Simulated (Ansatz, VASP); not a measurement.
## One calculation of KPd2Se2I, two programs

```
K Pd Se I
1.0
     4.03088    0.00000    0.00000
    -2.01544    3.49084    0.00000
     0.00000    0.00000   10.43919
K Pd Se I
1 2 2 1
Direct
  0.00000 0.00000 0.50000
  0.66667 0.33333 0.17125
  0.33333 0.66667 0.82875
  0.66667 0.33333 0.72632
  0.33333 0.66667 0.27368
  0.00000 0.00000 0.00000
```

Change from the starting cell: species swapped into the SrEuP2Pt2 type (P-3m1, No. 164).

Alike in both runs: functional PBE; k mesh 12 × 12 × 4; occupations gaussian, width 0.1 eV; no spin polarisation.

Ansatz relaxed the structure, and its values are those at the end. VASP's run is a single point on that final structure, the one shown.

```csv
,VASP,Ansatz
version,VASP 6.6.1,Ansatz 0.2.0
potentials or method,"VASP PAW PBE potentials, release 64 (K_sv, Pd, Se, I), cutoff 520 eV","scalar-relativistic, plane waves, PAW"
valence electrons in the cell,48,94
```

Ansatz gave:

- gap on the k mesh at the Fermi level (eV): none
- pressure (GPa): 0.0
- rms of the force components (eV/Å): 0.002

Question: Estimate VASP's values.

Answer: gap on the k mesh at the Fermi level (eV): none; pressure (GPa): 0.0; rms of the force components (eV/Å): 0.003.

A gap of «none» marks a metal or a gap that the smearing closes. VASP's potentials hold 48 valence electrons a cell and Ansatz's 94, so a difference there can come from the potentials and not from the codes.

Spin-orbit coupling is off throughout.
